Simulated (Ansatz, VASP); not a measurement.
## One calculation of Ir, two programs

```
Ir
1.0
     0.00000   -1.90541   -1.90541
     0.00000    1.90541   -1.90541
     3.81081    0.00000    0.00000
Ir
2
Direct
  0.51008 0.48992 0.48877
  0.98992 0.01008 0.01123
```

Change from the starting cell: mode 4 frozen in at -0.038 Å and mode 6 at -0.043 Å (largest displacements).

Alike in both runs: task single point; functional LDA; k mesh 16 × 16 × 12; occupations gaussian, width 0.15 eV; no spin polarisation.

|  | VASP | Ansatz |
| --- | --- | --- |
| version | VASP 6.6.1 | Ansatz 0.2.0 |
| potentials or method | VASP PAW LDA potentials, release 64 (Ir), cutoff 520 eV | scalar-relativistic, plane waves, PAW |
| valence electrons in the cell | 18 | 34 |

```tsv
	VASP	Ansatz	Ansatz less VASP
gap on the k mesh at the Fermi level (eV)	none	none	-
pressure (GPa)	5.0	2.3	-2.71
traceless stress, the component that is largest in VASP (GPa)	2.43	2.41	-0.022
rms of the force components (eV/Å)	0.808	0.782	-0.0263
```

Ansatz warns that its potentials were made for another functional, while VASP's fit it. LDA's correlation is that of Perdew and Zunger in VASP and of Perdew and Wang (1992) in Ansatz. Atom by atom the forces differ by 0.027 eV/Å (rms over components). A gap of «none» marks a metal or a gap that the smearing closes. VASP's potentials hold 18 valence electrons a cell and Ansatz's 34, so a difference there can come from the potentials and not from the codes.

Spin-orbit coupling is off throughout.
